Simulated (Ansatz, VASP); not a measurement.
# One calculation of Li2Se, two programs

```
Li Se
1.0
     0.00000    2.97238    2.95751
     2.97238    0.00000    2.95751
     2.97238    2.97238    0.00000
Li Se
2 1
Cartesian
  1.4862 1.4862 1.4788
  4.4586 4.4586 4.4363
  0.0000 0.0000 0.0000
```

Change from the starting cell: z stretched by -0.5 %, x and y held.

Alike in both runs: task single point; functional PBEsol; k mesh 6 × 6 × 6; no spin polarisation.

|  | VASP | Ansatz |
| --- | --- | --- |
| version | VASP 6.6.1 | Ansatz 0.2.0 |
| potentials or method | VASP PAW PBE potentials, release 64 (Li_sv, Se), cutoff 750 eV | all-electron LAPW, scalar-relativistic |
| occupations | gaussian, width 0.01 eV | fixed |

VASP gave:

| Quantity | Value |
| --- | --- |
| gap on the k mesh at the Fermi level (eV) | 2.78 |
| pressure (GPa) | 0.2 |
| traceless stress, the component that is largest in VASP (GPa) | 0.17 |

**Question.** Estimate Ansatz's values.

**Answer.** gap on the k mesh at the Fermi level (eV): 2.79; pressure (GPa): 0.2; traceless stress, the component that is largest in VASP (GPa): 0.17.

VASP's potentials were made for PBE, not for PBEsol. Ansatz ran all-electron here, and VASP with PAW potentials.
